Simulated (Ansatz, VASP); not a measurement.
**ReBi: VASP beside Ansatz**

The input INCAR:

```
SYSTEM = ReBi
PREC     = Accurate       ! precision mode
ENCUT    = 520            ! plane-wave cutoff, eV
EDIFF    = 1E-6           ! SCF threshold, eV
ISMEAR   = -1             ! smearing method
SIGMA    = 0.05           ! smearing width, eV
LREAL    = .False.        ! projectors in reciprocal space
LASPH    = .True.         ! aspherical terms in the spheres
NELM     = 100            ! most SCF steps
ALGO     = Normal         ! electronic algorithm
ISIF     = 2              ! what is computed and relaxed
LWAVE    = .False.        ! write WAVECAR
LCHARG   = .False.        ! write CHGCAR
GGA      = PE             ! functional
NBANDS   = 18             ! bands
```

The input KPOINTS:

```
regular mesh
0
Gamma
  11 11 11
  0 0 0
```

Contents of POSCAR:

```
ReBi
1.0
    3.2785588429      0.0000000000      0.0000000000
    0.0000000000      3.2785588429      0.0000000000
    0.0000000000      0.0000000000      3.2785588429
Re Bi
1 1
Direct
    0.0000000000      0.0000000000      0.0000000000
    0.5000000000      0.5000000000      0.5000000000
```

Input for Ansatz:

```yaml
crystal:
  lattice:
    - [3.2785588429, 0.0, 0.0]
    - [0.0, 3.2785588429, 0.0]
    - [0.0, 0.0, 3.2785588429]
  atoms:
    - { symbol: Re, position: [0.0, 0.0, 0.0] }
    - { symbol: Bi, position: [0.5, 0.5, 0.5] }
kpoints:
  mp_grid: { grid: [11, 11, 11] }
scf:
  occupations: { method: fermi_dirac, width: 0.05 }
hamiltonian:
  xc: pbe
  pseudopotentials: { kind: paw }
output:
  forces: true
  stress: true
  eigenvalues: true
  populations: true
```

Change from the starting cell: volume scaled by 0.9, PAW files.

Alike in both runs: task single point; functional PBE; k mesh 11 × 11 × 11; occupations fermi-dirac, width 0.05 eV; no spin polarisation.

```csv
,VASP,Ansatz
version,VASP 6.6.1,Ansatz 0.2.0
potentials or method,"VASP PAW PBE potentials, release 64 (Re, Bi_d)","PAW with Ansatz's default frozen-core files, scalar-relativistic"
plane-wave cutoff (eV),520,420
valence electrons in the cell,22,30
```

Ansatz gave:

```
pressure (GPa) : 21.4
```

Task: Estimate VASP's values.

Result: Pressure (GPa): 21.7.

VASP's potentials hold 22 valence electrons a cell and Ansatz's 30, so a difference there can come from the potentials and not from the codes.

Neither program's run includes spin-orbit coupling.
